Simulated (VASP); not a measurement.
Wanted: the native input for a VASP 6.6.1 run.

- Task: single point
- Functional: PBEsol
- Potentials or basis: VASP PAW PBE potentials, release 64 (Hg, Te)
- Cutoff: 520 eV
- k mesh: 5 × 5 × 5
- Occupations: fermi-dirac, width 0.05 eV
- Spin: non-collinear spin, zero start, spin-orbit coupling
- Starting moments: [[0.0, 0.0, 0.0], [0.0, 0.0, 0.0]] μB
- Dipole correction: no
- Further INCAR settings: ALGO = Normal; EDIFF = 1e-07; NBANDS = 30

The structure of HgTe lies in POSCAR:

```
HgTe
1.0
    0.0000000000      3.1800000000      3.1800000000
    3.1800000000      0.0000000000      3.1800000000
    3.1800000000      3.1800000000      0.0000000000
Hg Te
1 1
Direct
    0.0000000000      0.0000000000      0.0000000000
    0.5000000000      0.5000000000      0.5000000000
```

These files were run (other wordings do the same):

INCAR

```
SYSTEM = HgTe
PREC = Accurate ; ENCUT = 520
EDIFF = 1E-7 ; ISMEAR = -1
SIGMA = 0.05 ; LREAL = .False.
LASPH = .True. ; NELM = 150
ALGO = Normal ; ISIF = 2
LWAVE = .False. ; LCHARG = .True.
MAGMOM = 0 0 0 0 0 0 ; LORBIT = 11
LSORBIT = .True. ; GGA_COMPAT = .False.
LORBMOM = .True. ; GGA = PS
LVHAR = .True. ; NBANDS = 30
```

KPOINTS

```
Automatic mesh
0
Gamma
  5 5 5
  0 0 0
```

Potentials or basis: VASP PAW PBE potentials, release 64 (Hg, Te).

The run is started by

```bash
$ cat potpaw_PBE.64/Hg/POTCAR potpaw_PBE.64/Te/POTCAR > POTCAR
$ mpirun -np 1 vasp_ncl > vasp.out
```

It gave:

```yaml
Pressure: -6.2 GPa
Net_moment: 0.00 μB per cell
Valence_electrons_inside_the_program's_atomic_spheres: Hg 10.36; Te 3.25
```

Caveat: the PAW data sets were made with another functional, which shifts forces and pressure a little.

It took 72 s on 1 thread of AMD EPYC 9R45 (Zen 5) (shared host), peak memory 0.34 GiB.
